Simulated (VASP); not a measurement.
## SnF5: single point with PBE

The system is SnF5.

```
Sn F
1.0
     2.14762    1.23993    3.79603
    -2.14762    1.23993    3.79603
     0.00000   -2.47986    3.79603
Sn F
1 5
Cartesian
  0.0000 0.0000 0.0000
  -1.0738 0.6200 1.8980
  1.0738 0.6200 1.8980
  0.0000 -1.2399 1.8980
  0.0000 0.0000 4.1269
  0.0000 0.0000 7.2612
```

The cell was generated, and may not be a known phase.

```
Program             : VASP 6.6.1
Task                : single point
Functional          : PBE
Potentials or basis : VASP PAW PBE potentials, release 64 (Sn_d, F)
Cutoff              : 520 eV
k mesh              : 12 × 12 × 12
Occupations         : gaussian, width 0.1 eV
Spin                : no spin polarisation
```

The pressure is -0.2 GPa, the largest force is 0.005 eV/Å and the band gap on the k mesh is zero (an odd number of electrons rules out a gap without spin polarisation).

Forces in eV/Å, atoms in the order of the input:
```
Sn   0.000  0.000  0.000
F    0.000  0.000  0.000
F    0.000  0.000  0.000
F    0.000  0.000  0.000
F    0.000  0.000  0.005
F    0.000  0.000 -0.005
```

Stress tensor (GPa, compression positive):
```
-0.31  0.00  0.00
 0.00 -0.31  0.00
 0.00  0.00  0.08
```

Levels at points of the mesh, in eV from the Fermi level:
```csv
k point,band 20,band 21,band 22,band 23,band 24,band 25,band 26,band 27,band 28,band 29
"(0.00, 0.00, 0.00)",-1.26,-1.26,-1.01,-0.37,-0.21,0.24,0.24,9.04,9.04,12.17
"(0.50, 0.00, 0.00)",-1.54,-1.53,-0.77,-0.60,-0.48,0.07,1.86,6.80,9.47,11.16
"(0.50, 0.50, 0.00)",-1.67,-1.51,-1.03,-0.82,-0.59,0.06,2.44,7.11,8.29,9.48
"(0.50, 0.50, 0.50)",-1.63,-1.62,-0.71,-0.20,0.14,0.14,2.35,7.55,7.55,7.67
```

It took 21 min on 1 thread of Oxide Virtual Turin-like Processor, on a shared host, peak memory 0.39 GiB.

Caveat: spin-orbit coupling is left out, which moves the levels of the heavy elements; an odd number of electrons without spin polarisation forces a metal; a magnetic or distorted state may lie lower.
